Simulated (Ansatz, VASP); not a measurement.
Two plane-wave programs on BP

File INCAR:

```
SYSTEM = BP
ALGO = Normal
EDIFF = 1E-6
ENCUT = 520
GGA = PE
ISIF = 2
ISMEAR = -1
LASPH = .TRUE.
LCHARG = .FALSE.
LREAL = .FALSE.
LWAVE = .FALSE.
NBANDS = 11
NELM = 100
PREC = Accurate
SIGMA = 0.08
```

Contents of KPOINTS:

```
k-points
0
G
  17 17 17
  0 0 0
```

The input POSCAR:

```
BP
1.0
    0.0000000000      2.1601872526      2.1601872526
    2.1601872526      0.0000000000      2.1601872526
    2.1601872526      2.1601872526      0.0000000000
B P
1 1
Direct
    0.0000000000      0.0000000000      0.0000000000
    0.5000000000      0.5000000000      0.5000000000
```

Input for Ansatz:

```yaml
crystal:
  lattice:
    - [0.0, 2.1601872526, 2.1601872526]
    - [2.1601872526, 0.0, 2.1601872526]
    - [2.1601872526, 2.1601872526, 0.0]
  atoms:
    - { symbol: B, position: [0.0, 0.0, 0.0] }
    - { symbol: P, position: [0.5, 0.5, 0.5] }
kpoints:
  mp_grid: { grid: [17, 17, 17] }
  band_path:
    path:
      - [0.0, 0.0, 0.0]
      - [0.5, 0.0, 0.5]
      - [0.625, 0.25, 0.625]
      - [0.375, 0.375, 0.75]
      - [0.0, 0.0, 0.0]
      - [0.5, 0.5, 0.5]
      - [0.5, 0.25, 0.75]
      - [0.5, 0.0, 0.5]
    npoints: 8
scf:
  occupations: { method: fermi_dirac, width: 0.08 }
hamiltonian:
  xc: pbe
  pseudopotentials: { kind: paw }
output:
  forces: true
  stress: true
  eigenvalues: true
  populations: true
  dos: { projected: true, de: 0.2, e_range: [-14, 8] }
```

Change from the starting cell: volume scaled by 1, PAW files.

Alike in both runs: task single point; functional PBE; k mesh 17 × 17 × 17; occupations fermi-dirac, width 0.08 eV; no spin polarisation.

|  | VASP | Ansatz |
| --- | --- | --- |
| version | VASP 6.6.1 | Ansatz 0.2.0 |
| potentials or method | VASP PAW PBE potentials, release 64 (B, P) | PAW with Ansatz's default frozen-core files, scalar-relativistic |
| plane-wave cutoff (eV) | 520 | 420 |
| valence electrons in the cell | 8 | 8 |

|  | VASP | Ansatz | Ansatz less VASP |
| --- | --- | --- | --- |
| pressure (GPa) | -0.2 | 0.0 | +0.23 |

With one functional, cell and mesh, what is left measures potentials, basis and numerics.
